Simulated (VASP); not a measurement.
WAu, 2 atoms in the cell. Symmetry: F-43m, No. 216, cubic system. Conventional cell: a = 5.818 Å, b = 5.818 Å, c = 5.818 Å, α = 90.00°, β = 90.00°, γ = 90.00°. Within 3.3 Å of W (site symmetry -43m) lie 4 Au at 2.52 Å. Within 3.3 Å of Au (site symmetry -43m) lie 4 W at 2.52 Å. 

```yaml
Program: VASP 6.6.1
Task: single point
Functional: PBE
Potentials_or_basis: VASP PAW PBE potentials, release 64 (W_sv, Au)
Cutoff: 520 eV
k_mesh: 16 × 16 × 16
Occupations: gaussian, width 0.1 eV
Spin: no spin polarisation
Dipole_correction: no
Further_INCAR_settings: ALGO = Normal; EDIFF = 1e-06; NBANDS = 20
```

Potentials or basis: VASP PAW PBE potentials, release 64 (W_sv, Au).

Command:

```console
$ cat potpaw_PBE.64/W_sv/POTCAR potpaw_PBE.64/Au/POTCAR > POTCAR
$ mpirun -np 1 vasp_std > vasp.out
```

Hardware: 1 thread of AMD EPYC 7R43 64-Core Processor (Zen 3), with other jobs on the host.

**Question.** Estimate the wall time of this run.

**Answer.** Wall time 82 s on 1 thread of AMD EPYC 7R43 64-Core Processor (Zen 3), on a shared host, peak memory 0.25 GiB. Counts: scf iterations 12, k points 145.
